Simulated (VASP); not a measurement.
## Cs2Au: single point with PBE

The system is Cs2Au.

```xyz
3
Lattice="6.2326 0.0000 0.0000 -3.1163 5.3976 0.0000 0.0000 0.0000 4.1207" Properties=species:S:1:pos:R:3 pbc="T T T"
Cs    0.0000    3.5984    2.0603
Cs    3.1163    1.7992    2.0603
Au    0.0000    0.0000    0.0000
```

```yaml
Program: VASP 6.6.1
Task: single point
Functional: PBE
Potentials_or_basis: VASP PAW PBE potentials, release 64 (Cs_sv, Au)
Cutoff: 520 eV
k_mesh: 6 × 6 × 4
Occupations: gaussian, width 0.1 eV
Spin: no spin polarisation
Dipole_correction: no
Further_INCAR_settings: ALGO = Fast; EDIFF = 1e-07; NBANDS = 22
```

The pressure is 0.2 GPa.

Stress tensor (GPa, compression positive):
```
0.28 0.00 0.00
0.00 0.28 0.00
0.00 0.00 0.13
```

Levels at points of the mesh, in eV from the Fermi level:
```
           k point  band 12  band 13  band 14  band 15  band 16  band 17  band 18  band 19
(0.00, 0.00, 0.00)    -3.60    -3.45    -3.45     0.60     0.76     0.76     1.99     2.97
(0.50, 0.00, 0.00)    -3.45    -3.43    -3.39    -0.85     0.81     0.92     1.84     2.13
(0.00, 0.00, 0.50)    -3.64    -3.42    -2.09    -0.48     0.83     0.83     1.40     1.40
(0.50, 0.00, 0.50)    -3.59    -3.55    -2.41    -0.39     0.21     0.90     2.36     2.44
```

Run time: 58 s on 1 thread of Oxide Virtual Turin-like Processor (shared host), peak memory 0.24 GiB.

Caveat: the k points lie up to 0.38 Å⁻¹ apart; spin-orbit coupling is left out, which moves the levels of the heavy elements.
